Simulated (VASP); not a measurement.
**TaC: single point with PBE+D3(BJ)**

The system is TaC.

```
CELL_PARAMETERS angstrom
0.00000 2.20432 2.20432
2.20432 0.00000 2.20432
2.20432 2.20432 0.00000
ATOMIC_POSITIONS crystal
Ta 0.00000 0.00000 0.00000
C 0.50000 0.50000 0.50000
```

| Quantity | Value |
| --- | --- |
| Program | VASP 6.6.1 |
| Task | single point |
| Functional | PBE |
| Dispersion | D3(BJ) |
| Potentials or basis | VASP PAW PBE potentials, release 64 (Ta_pv, C) |
| Cutoff | 600 eV |
| k mesh | 11 × 11 × 11 |
| Occupations | methfessel-paxton, width 0.15 eV |
| Spin | no spin polarisation |

```
Pressure                   : 9.4 GPa
Dispersion energy per atom : -0.475 eV
```

Levels at points of the mesh, in eV from the Fermi level:
```
           k point  band 4  band 5  band 6  band 7  band 8  band 9  band 10  band 11  band 12  band 13
(0.00, 0.00, 0.00)  -15.17   -1.51   -1.51   -1.51   -0.63   -0.63    -0.63     0.57     0.57     6.83
```

Run time: 9.7 s on 1 thread of Intel(R) Xeon(R) 6975P-C (Granite Rapids), on a shared host, peak memory 0.18 GiB.

Caveat: spin-orbit coupling is left out, which moves the levels of the heavy elements; pairwise dispersion overbinds metals, which lowers pressure and volume.
